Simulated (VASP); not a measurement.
Cr, 1 atom in the cell. It takes space group Im-3m (No. 229, cubic). Conventional cell: a = 2.848 Å, b = 2.848 Å, c = 2.848 Å, α = 90.00°, β = 90.00°, γ = 90.00°. Cr (site symmetry m-3m) has 14 Cr at 2.47 to 2.85 Å within 3.3 Å. 

| Property | Result |
| --- | --- |
| Program | VASP 6.6.1 |
| Task | single point |
| Functional | PBE |
| Potentials or basis | VASP PAW PBE potentials, release 64 (Cr_pv) |
| Cutoff | 520 eV |
| k mesh | 22 × 22 × 22 |
| Occupations | gaussian, width 0.05 eV |
| Spin | no spin polarisation |
| Dipole correction | no |
| Further INCAR settings | ALGO = Normal; EDIFF = 1e-06; NBANDS = 12 |

Potentials or basis: VASP PAW PBE potentials, release 64 (Cr_pv).

Command:

```console
$ cat potpaw_PBE.64/Cr_pv/POTCAR > POTCAR
$ mpirun -np 1 vasp_std > vasp.out
```

Hardware: 1 thread of Intel(R) Xeon(R) 6975P-C (Granite Rapids) (shared host).

Question: How long does it take, and how much memory?

Answer: Run time: 15 s on 1 thread of Intel(R) Xeon(R) 6975P-C (Granite Rapids), with other jobs on the host, peak memory 0.15 GiB. Counts: scf iterations 12, k points 328.
